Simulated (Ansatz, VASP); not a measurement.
## One calculation of Bi, two programs

```xyz
4
Lattice="3.4906 0.0000 0.0000 0.0000 3.4906 0.0000 0.0000 0.0000 23.4046" Properties=species:S:1:pos:R:3 pbc="T T T"
Bi    0.8726    0.8726    8.0000
Bi    2.6179    2.6179   10.4682
Bi    0.8726    0.8726   12.9364
Bi    2.6179    2.6179   15.4046
```

Alike in both runs: task single point; functional PBEsol; k mesh 11 × 11 × 1; occupations fermi-dirac, width 0.05 eV; no spin polarisation.

```csv
,VASP,Ansatz
version,VASP 6.6.1,Ansatz 0.2.0
potentials or method,"VASP PAW PBE potentials, release 64 (Bi_d)","PAW with Ansatz's default frozen-core files, scalar-relativistic"
plane-wave cutoff (eV),520,420
valence electrons in the cell,60,60
```

```tsv
	VASP	Ansatz	Ansatz less VASP
rms of the force components (eV/Å)	0.199	0.199	+0.0001
```

VASP's potentials were made for PBE, not for PBEsol. Atom by atom the forces differ by 0.001 eV/Å (rms over components).

Neither program's run includes spin-orbit coupling.
